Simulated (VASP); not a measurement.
# HfTi2S4 in VASP: a series of runs

The runs below take HfTi2S4 through single point, relaxation of cell and atoms, with PBE.

Program: VASP 6.6.1. These are calculated values, not measurements. Logs are shortened: lines on timing, memory, paths and dates and some standing lists are left out, and cuts for length are marked.

## (1) The cell of the first run

It takes space group P-3m1 (No. 164, trigonal). The conventional cell has a = 3.366 Å, b = 3.366 Å, c = 12.910 Å, α = 90.00°, β = 90.00°, γ = 120.00°. Within 3.4 Å of Hf (site symmetry -3m) lie 6 S at 2.61 Å and 6 Hf at 3.37 Å and 2 Ti at 3.40 Å. Within 3.2 Å of Ti (site symmetry 3m) lie 6 S at 2.39 to 2.56 Å. S (site symmetry 3m) has 3 Ti at 2.56 Å and 3 Hf at 2.61 Å and 6 S at 3.37 Å within 3.4 Å. Within 3.2 Å of S (site symmetry 3m) lie 3 Ti at 2.39 Å.

## (2) Single point, PBE

INCAR reads:

```
SYSTEM = HfTi2S4
PREC = Accurate ; ENCUT = 520
EDIFF = 1E-6 ; ISMEAR = 0
SIGMA = 0.2 ; LREAL = .FALSE.
LASPH = .TRUE. ; NELM = 60
ALGO = Normal ; ISIF = 2
LWAVE = .FALSE. ; LCHARG = .TRUE.
GGA = PE ; LELF = .TRUE.
LVHAR = .TRUE. ; NBANDS = 38
```

KPOINTS reads:

```
Automatic mesh
0
G
  6 6 2
  0 0 0
```

POSCAR reads:

```
HfTi2S4
1.0
    3.3658575208      0.0000000000      0.0000000000
   -1.6829287604      2.9149181185      0.0000000000
    0.0000000000      0.0000000000     12.9095702362
Hf Ti S
1 2 4
Direct
    0.0000000000      0.0000000000      0.0000000000
    0.0000000000      1.0000000000      0.7367510232
    0.0000000000      0.0000000000      0.2632489768
    0.6666666667      0.3333333333      0.8655888703
    0.3333333333      0.6666666667      0.1344111297
    0.6666666667      0.3333333333      0.3714133657
    0.3333333333      0.6666666667      0.6285866343
```

Potentials or basis: VASP PAW PBE potentials, release 64 (Hf_pv, Ti_sv, S).

The run is started by

```
cat potpaw_PBE.64/Hf_pv/POTCAR potpaw_PBE.64/Ti_sv/POTCAR potpaw_PBE.64/S/POTCAR > POTCAR
mpirun -np 1 vasp_std > vasp.out
```

OUTCAR:

```text
SYSTEM = HfTi2S4
   PREC = Accurate
   ENCUT = 520
   EDIFF = 1E-6
   ISMEAR = 0
   LREAL = .FALSE.
   LASPH = .TRUE.
   NELM = 60
   ISIF = 2
   GGA = PE

 ion  position               nearest neighbor table
   1  0.000  0.000  0.000-   4 2.61   5 2.61   5 2.61   4 2.61   4 2.61   5 2.61
   2  0.000  0.000  0.737-   7 2.39   7 2.39   7 2.39   4 2.56   4 2.56   4 2.56
   3  0.000  0.000  0.263-   6 2.39   6 2.39   6 2.39   5 2.56   5 2.56   5 2.56
   4  0.667  0.333  0.866-   2 2.56   2 2.56   2 2.56   1 2.61   1 2.61   1 2.61
   5  0.333  0.667  0.134-   3 2.56   3 2.56   3 2.56   1 2.61   1 2.61   1 2.61
   6  0.667  0.333  0.371-   3 2.39   3 2.39   3 2.39
   7  0.333  0.667  0.629-   2 2.39   2 2.39   2 2.39

  LATTYP: Found a hexagonal cell.
 ALAT       =     3.3658575208
 C/A-ratio  =     3.8354476256

  Lattice vectors:

 A1 = (   3.3658575208,   0.0000000000,   0.0000000000)
 A2 = (  -1.6829287604,   2.9149181185,   0.0000000000)
 A3 = (   0.0000000000,   0.0000000000,  12.9095702362)

Analysis of symmetry for initial positions (statically):
=====================================================================
 Subroutine PRICEL returns:
 Original cell was already a primitive cell.

 Routine SETGRP: Setting up the symmetry group for a
 hexagonal supercell.

 Subroutine GETGRP returns: Found 12 space group operations
 (whereof 12 operations were pure point group operations)
 out of a pool of 24 trial point group operations.

The static configuration has the point symmetry D_3d.

Analysis of symmetry for dynamics (positions and initial velocities):
=====================================================================
 Subroutine PRICEL returns:
 Original cell was already a primitive cell.

 Routine SETGRP: Setting up the symmetry group for a
 hexagonal supercell.

 Subroutine GETGRP returns: Found 12 space group operations
 (whereof 12 operations were pure point group operations)
 out of a pool of 24 trial point group operations.

The dynamic configuration has the point symmetry D_3d.

 Subroutine INISYM returns: Found 12 space group operations
 (whereof 12 operations are pure point group operations),
 and found     1 'primitive' translations

----------------------------------------------------------------------------------------

                                     Primitive cell

  volume of cell :     126.6584

  direct lattice vectors                    reciprocal lattice vectors
[... 91 lines left out ...]
   NFREE  =      0    steps in history (QN), initial steepest desc. (CG)
   ISIF   =      2    stress and relaxation
   ISYM   =      2    0-nonsym 1-usesym 2-fastsym
   POTIM  = 0.5000    time-step for ionic-motion
   TEBEG  =    0.0;   TEEND  =   0.0 temperature during run
   PSTRESS=    0.0 pullay stress
   NELECT =      58.0000    total number of electrons
   NUPDOWN=      -1.0000    fix difference up-down
   EMIN   =  10.00;   EMAX   =-10.00  energy-range for DOS
   EFERMI =   0.00;   METHOD = LEGACY
   ISMEAR =     0;   SIGMA  =   0.20  broadening in eV -4-tet -1-fermi 0-gaus
   EFERMI_NEDOS =   21; number of points for ismear=-14 and -15
   IALGO  =     38    algorithm
   IMIX   =      4    mixing-type and parameters
     AMIX     =   0.40;   BMIX     =  1.00
     AMIX_MAG =   1.60;   BMIX_MAG =  1.00
  volume/ion in A,a.u.               =      18.09       122.10
  Fermi-wavevector in a.u.,A,eV,Ry     =   1.261846  2.384542 21.663934  1.592254
  Thomas-Fermi vector in A             =   2.395284
   LORBIT       =      0    0 simple, 1 ext, 2 COOP (PROOUT), +10 PAW based schemes
   GGA     = PE    functional components
   LHFCALC =     F    Hartree Fock is set to
   AEXX    =    0.0000 exact exchange contribution
   IVDW    =     0    specifies the selected vdW correction
   LEPSILON=     F    determine dielectric tensor
   LRPA    =     F    only Hartree local field effects (RPA)
 non-spin polarized calculation
 Gauss-broadening in eV      SIGMA  =   0.20
  energy-cutoff  :      520.00
  volume of cell :      126.66
 maximum number of plane-waves:      3420
 NGX is ok and might be reduce to    28
   NGX = 13   NGY = 13   NGZ = 49

 number of electron      57.9999994 magnetization

 Free energy of the ion-electron system (eV)
  ---------------------------------------------------
  ext. energy  EPLUGINS =         0.00000000
  ---------------------------------------------------
  free energy    TOTEN  =       -51.68429758 eV

  energy without entropy =      -51.57001636  energy(sigma->0) =      -51.62715697

 E-fermi :   6.8804     XC(G=0): -10.6263

 val. band max:        6.7785738738   @ k =   0.3333   0.1667   0.5000
 cond. band min:       6.9356210538   @ k =   0.3333  -0.0000   0.0000
 fundamental gap:      0.1570471800
 Fermi energy:         6.8803804850

 k-point     1 :       0.0000    0.0000    0.0000
  band No.  band energies     occupation
      1     -50.6451      2.00000
      2     -50.6451      2.00000
      3     -26.8959      2.00000
      4     -26.8948      2.00000
      5     -26.8676      2.00000
      6     -26.8676      2.00000
[... 563 lines left out ...]
     37       9.4253      0.00000
     38       9.8811      0.00000

------------------------ aborting loop because EDIFF is reached ----------------------------------------

  FORCE on cell =-STRESS in cart. coord.  units (eV):
  Direction    XX          YY          ZZ          XY          YZ          ZX
  --------------------------------------------------------------------------------------
  -------------------------------------------------------------------------------------
  Total       -0.0189823     -0.0189823     -0.4147059      0.0000000     -0.0000000      0.0000000
  in kB       -0.2401186     -0.2401186     -5.2458628      0.0000000     -0.0000000      0.0000000
  external PRESSURE =      -1.9087000 kB  Pullay stress =       0.0000000 kB

 VOLUME and BASIS-vectors are now :
 -----------------------------------------------------------------------------
  energy-cutoff  :      520.00
  volume of cell :      126.66
      direct lattice vectors                 reciprocal lattice vectors
     3.365857521  0.000000000  0.000000000     0.297101108  0.171531405  0.000000000
    -1.682928760  2.914918119  0.000000000     0.000000000  0.343062810  0.000000000
     0.000000000  0.000000000 12.909570236     0.000000000  0.000000000  0.077461912

 POSITION                                       TOTAL-FORCE (eV/Angst)
 -----------------------------------------------------------------------------------
      0.00000      0.00000      0.00000        -0.000000      0.000000      0.000000
      0.00000      0.00000      9.51114        -0.000000      0.000000     -0.074394
      0.00000      0.00000      3.39843         0.000000     -0.000000      0.074394
      1.68293      0.97164     11.17438         0.000000     -0.000000      0.086153
     -0.00000      1.94328      1.73519        -0.000000      0.000000     -0.086153
      1.68293      0.97164      4.79479        -0.000000      0.000000     -0.063326
     -0.00000      1.94328      8.11478        -0.000000     -0.000000      0.063326
 -----------------------------------------------------------------------------------
    total drift:                                0.000000     -0.000000     -0.000000

  FREE ENERGIE OF THE ION-ELECTRON SYSTEM (eV)
  ---------------------------------------------------
  free  energy   TOTEN  =       -51.6842975753 eV

  energy  without entropy=      -51.5700163590  energy(sigma->0) =      -51.62715697
```

Run time: 2.9 min. Hardware: 1 thread of AMD EPYC 9R45 (Zen 5), shared host; peak memory 0.25 GiB.

Results:

| Property | Result |
| --- | --- |
| Free energy | -51.6843 eV |
| Pressure | -0.2 GPa |
| Largest force | 0.086 eV/Å |
| Band gap on the k mesh | zero (bands 29 and 30 overlap by 0.54 eV) |

Forces in eV/Å, atoms in the order of the input:
```
Hf   0.000  0.000  0.000
Ti   0.000  0.000 -0.074
Ti   0.000  0.000  0.074
S    0.000  0.000  0.086
S    0.000  0.000 -0.086
S    0.000  0.000 -0.063
S    0.000  0.000  0.063
```

Caveat: spin-orbit coupling is left out, which moves the levels of the heavy elements; this functional lacks dispersion, which binds the layers, so the pressure and a relaxed spacing across them are unreliable.

## (3) Single point, PBE, collinear spin

This run uses another cell than the first one, of 18.04 Å³/atom.

INCAR reads:

```
SYSTEM = HfTi2S4
PREC = Accurate ; ENCUT = 520
EDIFF = 1E-6 ; ISMEAR = 0
SIGMA = 0.15 ; LREAL = .False.
LASPH = .True. ; NELM = 150
ALGO = Normal ; ISIF = 2
LWAVE = .False. ; LCHARG = .False.
ISPIN = 2 ; MAGMOM = 0 1 1 0 0 0 0
LORBIT = 11 ; LMAXMIX = 4
GGA = PE ; NBANDS = 42
```

KPOINTS reads:

```
regular mesh
0
Gamma
  4 4 1
  0 0 0
```

POSCAR reads:

```
HfTi2S4
1.0
    3.3759504344      0.0000000000      0.0000000000
   -1.6879752172      2.9236588381      0.0000000000
    0.0000000000      0.0000000000     12.7963723083
Hf Ti S
1 2 4
Direct
    0.0000000000      0.0000000000      0.0000000000
    0.0000000000      0.0000000000      0.7367401031
    0.0000000000      0.0000000000      0.2632598969
    0.6666666667      0.3333333333      0.8659302928
    0.3333333333      0.6666666667      0.1340697072
    0.6666666667      0.3333333333      0.3708414867
    0.3333333333      0.6666666667      0.6291585133
```

Potentials or basis: VASP PAW PBE potentials, release 64 (Hf_pv, Ti_sv, S).

The run is started by

```
cat potpaw_PBE.64/Hf_pv/POTCAR potpaw_PBE.64/Ti_sv/POTCAR potpaw_PBE.64/S/POTCAR > POTCAR
mpirun -np 1 vasp_std > vasp.out
```

Wall time 85 s (1 thread of AMD EPYC 9R45 (Zen 5), shared host); peak memory 0.29 GiB.

It converged, with:

* Free energy: -51.7288 eV
* Pressure: 0.3 GPa
* Largest force: 0.064 eV/Å
* Band gap on the k mesh: zero (filled and empty bands overlap)
* Net moment: 0.00 μB per cell
* Valence electrons inside the program's atomic spheres: Hf 8.40; Ti 10.24; S 3.76, 3.73 (each value once)

Forces in eV/Å, atoms in the order of the input:
```
Hf   0.000  0.000  0.000
Ti   0.000  0.000  0.002
Ti   0.000  0.000 -0.002
S    0.000  0.000  0.050
S    0.000  0.000 -0.050
S    0.000  0.000  0.064
S    0.000  0.000 -0.064
```

Levels at points of the mesh, in eV from the Fermi level:
Spin up:
```
           k point  band 26  band 27  band 28  band 29  band 30  band 31  band 32  band 33
(0.00, 0.00, 0.00)    -1.34    -1.34    -0.81     0.24     0.24     0.39     0.39     0.90
(0.50, 0.00, 0.00)    -2.36    -2.32    -1.81    -0.47    -0.12     1.55     1.55     1.78
```
Spin down:
| k point | band 26 | band 27 | band 28 | band 29 | band 30 | band 31 | band 32 | band 33 |
| --- | --- | --- | --- | --- | --- | --- | --- | --- |
| (0.00, 0.00, 0.00) | -1.34 | -1.34 | -0.81 | 0.24 | 0.24 | 0.39 | 0.39 | 0.90 |
| (0.50, 0.00, 0.00) | -2.36 | -2.32 | -1.81 | -0.47 | -0.12 | 1.55 | 1.55 | 1.78 |

Caveat: the k points lie up to 0.54 Å⁻¹ apart; spin-orbit coupling is left out, which moves the levels of the heavy elements; this functional lacks dispersion, which binds the layers, so the pressure and a relaxed spacing across them are unreliable.

## (4) Single point, PBE

This run uses another cell than the first one, of 18.21 Å³/atom.

INCAR reads:

```
  PREC = Accurate
  ENCUT = 520
  EDIFF = 1E-6
  ISMEAR = 0
  SIGMA = 0.2
  LREAL = F
  LASPH = T
  NELM = 60
  ALGO = Normal
  ISIF = 2
  LWAVE = F
  LCHARG = F
  GGA = PE
  NBANDS = 38
```

KPOINTS reads:

```
regular mesh
0
Gamma
  6 6 2
```

POSCAR reads:

```
HfTi2S4
1.0
    3.3748642620     -0.0000597170     -0.0050431586
   -1.6874108745      2.9226386887      0.0018939945
   -0.0194332884     -0.0034163518     12.9250884751
Hf Ti S
1 2 4
Direct
   -0.0000014290      0.0000050555     -0.0000012332
   -0.0032793753      0.9994321023      0.7374578926
    0.0032834483      0.0005701991      0.2625428965
    0.6649619326      0.3330134800      0.8663898229
    0.3350281851      0.6669800830      0.1336104436
    0.6713067709      0.3341130956      0.3697101012
    0.3287004673      0.6658859845      0.6302900764
```

The run is started by

```
cat potpaw_PBE.64/Hf_pv/POTCAR potpaw_PBE.64/Ti_sv/POTCAR potpaw_PBE.64/S/POTCAR > POTCAR
mpirun -np 1 vasp_std > vasp.out
```

It took 5.5 min on 1 thread of AMD EPYC 9R45 (Zen 5), shared host; peak memory 0.32 GiB.

The run converged. Its results:

```
Free energy            : -51.6859 eV
Pressure               : -0.2 GPa
Largest force          : 0.055 eV/Å
Band gap on the k mesh : zero (bands 29 and 30 overlap by 0.51 eV)
```

Forces on the atoms (eV/Å):
```
Hf   0.000  0.000  0.000
Ti   0.000  0.000  0.000
Ti   0.000  0.000  0.000
S    0.000  0.001  0.054
S    0.000  0.000 -0.055
S   -0.001  0.000  0.002
S    0.001  0.000 -0.002
```

Levels at points of the mesh, in eV from the Fermi level:
```
           k point  band 26  band 27  band 28  band 29  band 30  band 31  band 32  band 33
(0.00, 0.00, 0.00)    -1.34    -1.34    -0.83     0.24     0.24     0.38     0.38     0.86
(0.50, 0.00, 0.00)    -2.35    -2.30    -1.84    -0.49    -0.17     1.53     1.53     1.76
(0.00, 0.50, 0.00)    -2.35    -2.30    -1.84    -0.49    -0.17     1.53     1.53     1.76
(0.50, 0.50, 0.00)    -2.35    -2.30    -1.84    -0.49    -0.17     1.53     1.53     1.76
(0.00, 0.00, 0.50)    -1.36    -1.35    -0.38     0.24     0.24     0.39     0.39     0.39
(0.50, 0.00, 0.50)    -2.42    -2.22    -1.86    -0.40    -0.27     1.53     1.54     1.78
(0.00, 0.50, 0.50)    -2.42    -2.22    -1.86    -0.40    -0.27     1.53     1.54     1.78
(0.50, 0.50, 0.50)    -2.42    -2.22    -1.86    -0.40    -0.27     1.53     1.54     1.78
```

Caveat: spin-orbit coupling is left out, which moves the levels of the heavy elements.

[end of part 1 of 3]
